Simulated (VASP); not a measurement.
# Ca2GeSb2 (I4/mmm) in VASP: single point with PBEsol

Aim: the single point of Ca2GeSb2 with PBEsol.

Program: VASP 6.6.1. These are calculated values, not measurements. Logs are shortened: lines on timing, memory, paths and dates and some standing lists are left out, and cuts for length are marked.

## (1) The cell of the first run

It takes space group I4/mmm (No. 139, tetragonal). Conventional cell: a = 3.951 Å, b = 3.951 Å, c = 16.205 Å, α = 90.00°, β = 90.00°, γ = 90.00°. Within 4.2 Å of Ca (site symmetry 4mm) lie 5 Sb at 3.19 to 3.36 Å and 5 Ca at 3.20 to 3.95 Å and 4 Ge at 3.22 Å. Within 4.1 Å of Ge (site symmetry 4/mmm) lie 2 Sb at 3.14 Å and 8 Ca at 3.22 Å and 4 Ge at 3.95 Å. Within 4.1 Å of Sb (site symmetry 4mm) lie 1 Ge at 3.14 Å and 5 Ca at 3.19 to 3.36 Å and 8 Sb at 3.33 to 3.95 Å.

## (2) Single point, PBEsol

Contents of INCAR:

```
  ALGO = Normal
  EDIFF = 1E-6
  ENCUT = 520
  GGA = PS
  ISIF = 2
  ISMEAR = -1
  LASPH = True
  LCHARG = False
  LREAL = False
  LWAVE = False
  NBANDS = 30
  NELM = 100
  PREC = Accurate
  SIGMA = 0.03
```

Contents of KPOINTS:

```
k-points
0
Gamma
  6 6 6
```

Contents of POSCAR:

```
Ca2GeSb2
1.0
   -1.9755789724      1.9755789724      8.1023284051
    1.9755789724     -1.9755789724      8.1023284051
    1.9755789724      1.9755789724     -8.1023284051
Ca Ge Sb
2 1 2
Direct
    0.5988563877      0.5988563877      0.0000000000
    0.4011436123      0.4011436123      0.0000000000
    0.0000000000      0.0000000000      0.0000000000
    0.1939176196      0.1939176196      0.0000000000
    0.8060823804      0.8060823804      0.0000000000
```

Potentials or basis: VASP PAW PBE potentials, release 64 (Ca_sv, Ge_d, Sb).

Run with:

```sh
> cat potpaw_PBE.64/Ca_sv/POTCAR potpaw_PBE.64/Ge_d/POTCAR potpaw_PBE.64/Sb/POTCAR > POTCAR
> mpirun -np 1 vasp_std > vasp.out
```

OUTCAR:

```text
EDIFF = 1E-6
   ENCUT = 520
   GGA = PS
   ISIF = 2
   ISMEAR = -1
   LASPH = True
   LREAL = False
   NELM = 100
   PREC = Accurate

 ion  position               nearest neighbor table
   1  0.599  0.599  0.000-   4 3.19   4 3.19   4 3.19   4 3.19   5 3.36
   2  0.401  0.401  0.000-   5 3.19   5 3.19   5 3.19   5 3.19   4 3.36
   3  0.000  0.000  0.000-   4 3.14   5 3.14
   4  0.194  0.194  0.000-   3 3.14   1 3.19   1 3.19   1 3.19   1 3.19   5 3.33   5 3.33   5 3.33
                             5 3.33   2 3.36
   5  0.806  0.806  0.000-   3 3.14   2 3.19   2 3.19   2 3.19   2 3.19   4 3.33   4 3.33   4 3.33
                             4 3.33   1 3.36

  LATTYP: Found a body centered tetragonal cell.
 ALAT       =     3.9511579448
 C/A-ratio  =     4.1012424805

  Lattice vectors:

 A1 = (  -1.9755789724,   1.9755789724,   8.1023284051)
 A2 = (   1.9755789724,  -1.9755789724,   8.1023284051)
 A3 = (   1.9755789724,   1.9755789724,  -8.1023284051)

Analysis of symmetry for initial positions (statically):
=====================================================================
 Subroutine PRICEL returns:
 Original cell was already a primitive cell.

 Routine SETGRP: Setting up the symmetry group for a
 body centered tetragonal supercell.

 Subroutine GETGRP returns: Found 16 space group operations
 (whereof 16 operations were pure point group operations)
 out of a pool of 16 trial point group operations.

The static configuration has the point symmetry D_4h.

Analysis of symmetry for dynamics (positions and initial velocities):
=====================================================================
 Subroutine PRICEL returns:
 Original cell was already a primitive cell.

 Routine SETGRP: Setting up the symmetry group for a
 body centered tetragonal supercell.

 Subroutine GETGRP returns: Found 16 space group operations
 (whereof 16 operations were pure point group operations)
 out of a pool of 16 trial point group operations.

The dynamic configuration has the point symmetry D_4h.

 Subroutine INISYM returns: Found 16 space group operations
 (whereof 16 operations are pure point group operations),
 and found     1 'primitive' translations

----------------------------------------------------------------------------------------

                                     Primitive cell

  volume of cell :     126.4907

  direct lattice vectors                    reciprocal lattice vectors
    -1.975578972  1.975578972  8.102328405     0.000000000  0.253090363  0.061710656
     1.975578972 -1.975578972  8.102328405     0.253090363  0.000000000  0.061710656
     1.975578972  1.975578972 -8.102328405     0.253090363  0.253090363  0.000000000

  length of vectors
     8.570504661  8.570504661  8.570504661     0.260505157  0.260505157  0.357923824

  position of ions in fractional coordinates (direct lattice)
     0.598856388  0.598856388  0.000000000
     0.401143612  0.401143612  0.000000000
     0.000000000  0.000000000  0.000000000
     0.193917620  0.193917620  0.000000000
     0.806082380  0.806082380  0.000000000

  ion indices of the primitive-cell ions
   primitive index   ion index
                 1           1
                 2           2
                 3           3
                 4           4
                 5           5

----------------------------------------------------------------------------------------

 KPOINTS: k-points

Automatic generation of k-mesh.
 Grid dimensions read from file:
 generate k-points for:    6    6    6

 Generating k-lattice:

  Cartesian coordinates                     Fractional coordinates (reciprocal lattice)
     0.000000000  0.042181727  0.010285109     0.166666667  0.000000000  0.000000000
     0.042181727  0.000000000  0.010285109     0.000000000  0.166666667  0.000000000
     0.042181727  0.042181727  0.000000000     0.000000000  0.000000000  0.166666667

  Length of vectors
     0.043417526  0.043417526  0.059653971

  Shift w.r.t. Gamma in fractional coordinates (k-lattice)
     0.000000000  0.000000000  0.000000000

 Subroutine IBZKPT returns following result:
 ===========================================

 Found     30 irreducible k-points:

 Following reciprocal coordinates:
            Coordinates               Weight
  0.000000  0.000000  0.000000      1.000000
  0.166667  0.000000  0.000000      8.000000
  0.333333 -0.000000  0.000000      8.000000
  0.500000 -0.000000  0.000000      4.000000
  0.166667  0.166667  0.000000      8.000000
  0.333333  0.166667  0.000000     16.000000
[... 16 lines left out ...]
 -0.333333 -0.333333  0.166667      8.000000
 -0.166667 -0.333333  0.166667      8.000000
 [... further k-points ...]
   k-points           NKPTS =     30   k-points in BZ     NKDIM =     30   number of bands    NBANDS=     30
   number of dos      NEDOS =    301   number of ions     NIONS =      5
   total plane-waves  NPLWV = 262144
   dimension x,y,z NGX =    64 NGY =   64 NGZ =   64
   dimension x,y,z NGXF=   128 NGYF=  128 NGZF=  128
   ions per type =               2   1   2
   NGX,Y,Z   is equivalent  to a cutoff of  12.41, 12.41, 12.41 a.u.
   NGXF,Y,Z  is equivalent  to a cutoff of  24.83, 24.83, 24.83 a.u.
 SYSTEM =  unknown system
   PREC   = accura    normal or accurate (medium, high low for compatibility)
   ISTART =      0    job   : 0-new  1-cont  2-samecut
   ICHARG =      2    charge: 1-file 2-atom 10-const
   ISPIN  =      1    spin polarized calculation?
   LNONCOLLINEAR =      F non collinear calculations
   LSORBIT =      F    spin-orbit coupling
   LASPH  =      T    aspherical Exc in radial PAW
   ENCUT  =  520.0 eV  38.22 Ry    6.18 a.u.  15.94 15.94 15.94*2*pi/ulx,y,z
   NELM   =    100;   NELMIN=  2; NELMDL= -5     # of ELM steps
   EDIFF  = 0.1E-05   stopping-criterion for ELM
   LREAL  =      F    real-space projection
   EDIFFG = 0.1E-04   stopping-criterion for IOM
   NSW    =      0    number of steps for IOM
   IBRION =     -1    ionic relax: 0-MD 1-quasi-New 2-CG
   NFREE  =      0    steps in history (QN), initial steepest desc. (CG)
   ISIF   =      2    stress and relaxation
   ISYM   =      2    0-nonsym 1-usesym 2-fastsym
   POTIM  = 0.5000    time-step for ionic-motion
   TEBEG  =    0.0;   TEEND  =   0.0 temperature during run
   PSTRESS=    0.0 pullay stress
   NELECT =      44.0000    total number of electrons
   NUPDOWN=      -1.0000    fix difference up-down
   EMIN   =  10.00;   EMAX   =-10.00  energy-range for DOS
   EFERMI =   0.00;   METHOD = LEGACY
   ISMEAR =    -1;   SIGMA  =   0.03  broadening in eV -4-tet -1-fermi 0-gaus
   EFERMI_NEDOS =   21; number of points for ismear=-14 and -15
   IALGO  =     38    algorithm
   IMIX   =      4    mixing-type and parameters
     AMIX     =   0.40;   BMIX     =  1.00
     AMIX_MAG =   1.60;   BMIX_MAG =  1.00
  volume/ion in A,a.u.               =      25.30       170.72
  Fermi-wavevector in a.u.,A,eV,Ry     =   1.151347  2.175730 18.035877  1.325600
  Thomas-Fermi vector in A             =   2.288005
   LORBIT       =      0    0 simple, 1 ext, 2 COOP (PROOUT), +10 PAW based schemes
   GGA     = PS    functional components
   LHFCALC =     F    Hartree Fock is set to
   AEXX    =    0.0000 exact exchange contribution
   IVDW    =     0    specifies the selected vdW correction
   LEPSILON=     F    determine dielectric tensor
   LRPA    =     F    only Hartree local field effects (RPA)
 non-spin polarized calculation
  energy-cutoff  :      520.00
  volume of cell :      126.49
 maximum number of plane-waves:      3486
   NGX = 31   NGY = 31   NGZ = 31

 number of electron      43.9999995 magnetization

 Free energy of the ion-electron system (eV)
  ---------------------------------------------------
  ext. energy  EPLUGINS =         0.00000000
  ---------------------------------------------------
  free energy    TOTEN  =       -20.67936341 eV

  energy without entropy =      -20.66871247  energy(sigma->0) =      -20.67403794

 E-fermi :   5.8265     XC(G=0): -10.0662

 val. band max:        5.8027861070   @ k =   0.5000   0.5000   0.3333
 cond. band min:       5.8350605547   @ k =   0.5000  -0.0000   0.0000
 fundamental gap:      0.0322744477
 Fermi energy:         5.8265361066

 k-point     1 :       0.0000    0.0000    0.0000
  band No.  band energies     occupation
      1     -34.7738      2.00000
      2     -34.7448      2.00000
      3     -18.2147      2.00000
      4     -18.1997      2.00000
      5     -18.1997      2.00000
      6     -18.1527      2.00000
[... 22 lines left out ...]
     29       9.7665      0.00000
     30      10.0777      0.00000

 k-point     2 :       0.1667    0.0000    0.0000
  band No.  band energies     occupation
      1     -34.7725      2.00000
      2     -34.7436      2.00000
      3     -18.2142      2.00000
      4     -18.1999      2.00000
      5     -18.1993      2.00000
      6     -18.1537      2.00000
[... 22 lines left out ...]
     29       9.7032      0.00000
     30      10.1288      0.00000

 k-point     3 :       0.3333   -0.0000    0.0000
  band No.  band energies     occupation
      1     -34.7699      2.00000
      2     -34.7412      2.00000
      3     -18.2130      2.00000
      4     -18.2004      2.00000
      5     -18.1987      2.00000
      6     -18.1556      2.00000
[... 22 lines left out ...]
     29       9.6262      0.00000
     30       9.7640      0.00000

 k-point     4 :       0.5000   -0.0000    0.0000
  band No.  band energies     occupation
      1     -34.7687      2.00000
      2     -34.7401      2.00000
      3     -18.2125      2.00000
      4     -18.2006      2.00000
      5     -18.1983      2.00000
      6     -18.1566      2.00000
[... 616 lines left out ...]
     29       9.5303      0.00000
     30      10.0989      0.00000

 k-point    23 :      -0.3333   -0.3333    0.1667
  band No.  band energies     occupation
      1     -34.7712      2.00000
      2     -34.7425      2.00000
      3     -18.2136      2.00000
      4     -18.2004      2.00000
      5     -18.1992      2.00000
      6     -18.1545      2.00000
[... 22 lines left out ...]
     29       9.6665      0.00000
     30      10.1458      0.00000

 k-point    24 :      -0.1667   -0.3333    0.1667
  band No.  band energies     occupation
      1     -34.7725      2.00000
      2     -34.7437      2.00000
      3     -18.2142      2.00000
      4     -18.1999      2.00000
      5     -18.1993      2.00000
      6     -18.1537      2.00000
[... 22 lines left out ...]
     29       9.7048      0.00000
     30      10.0507      0.00000

 [... further k-points ...]

------------------------ aborting loop because EDIFF is reached ----------------------------------------

  FORCE on cell =-STRESS in cart. coord.  units (eV):
  Direction    XX          YY          ZZ          XY          YZ          ZX
  --------------------------------------------------------------------------------------
  -------------------------------------------------------------------------------------
  Total        0.0813180      0.0813180      0.0977674      0.0000000      0.0000000      0.0000000
  in kB        1.0300031      1.0300031      1.2383580      0.0000000      0.0000000      0.0000000
  external PRESSURE =       1.0994547 kB  Pullay stress =       0.0000000 kB

 VOLUME and BASIS-vectors are now :
 -----------------------------------------------------------------------------
  energy-cutoff  :      520.00
  volume of cell :      126.49
      direct lattice vectors                 reciprocal lattice vectors
    -1.975578972  1.975578972  8.102328405     0.000000000  0.253090363  0.061710656
     1.975578972 -1.975578972  8.102328405     0.253090363  0.000000000  0.061710656
     1.975578972  1.975578972 -8.102328405     0.253090363  0.253090363  0.000000000

 POSITION                                       TOTAL-FORCE (eV/Angst)
 -----------------------------------------------------------------------------------
      0.00000      0.00000      9.70426        -0.000000     -0.000000     -0.010959
      0.00000      0.00000      6.50039         0.000000      0.000000      0.010959
      0.00000      0.00000      0.00000         0.000000      0.000000      0.000000
      0.00000      0.00000      3.14237         0.000000      0.000000      0.010613
      0.00000      0.00000     13.06229        -0.000000     -0.000000     -0.010613
 -----------------------------------------------------------------------------------
    total drift:                                0.000000     -0.000000     -0.000000

  FREE ENERGIE OF THE ION-ELECTRON SYSTEM (eV)
  ---------------------------------------------------
  free  energy   TOTEN  =       -20.6793634147 eV

  energy  without entropy=      -20.6687124746  energy(sigma->0) =      -20.67403794
```

Run time: 4.8 min. Hardware: 1 thread of Intel Xeon Platinum 8488C (Sapphire Rapids), shared host; peak memory 0.59 GiB.

What came out:

```yaml
Free_energy: -20.6794 eV
Pressure: 0.1 GPa
Largest_force: 0.011 eV/Å
Band_gap_on_the_k_mesh: zero (bands 22 and 23 overlap by 1.80 eV)
```

Forces in eV/Å, atoms in the order of the input:
```
Ca   0.000  0.000 -0.011
Ca   0.000  0.000  0.011
Ge   0.000  0.000  0.000
Sb   0.000  0.000  0.011
Sb   0.000  0.000 -0.011
```

Caveat: the PAW data sets were made with another functional, which shifts forces and pressure a little; spin-orbit coupling is left out, which moves the levels of the heavy elements.

The gap in the log of VASP goes by the Fermi energy; the results here count the filled bands.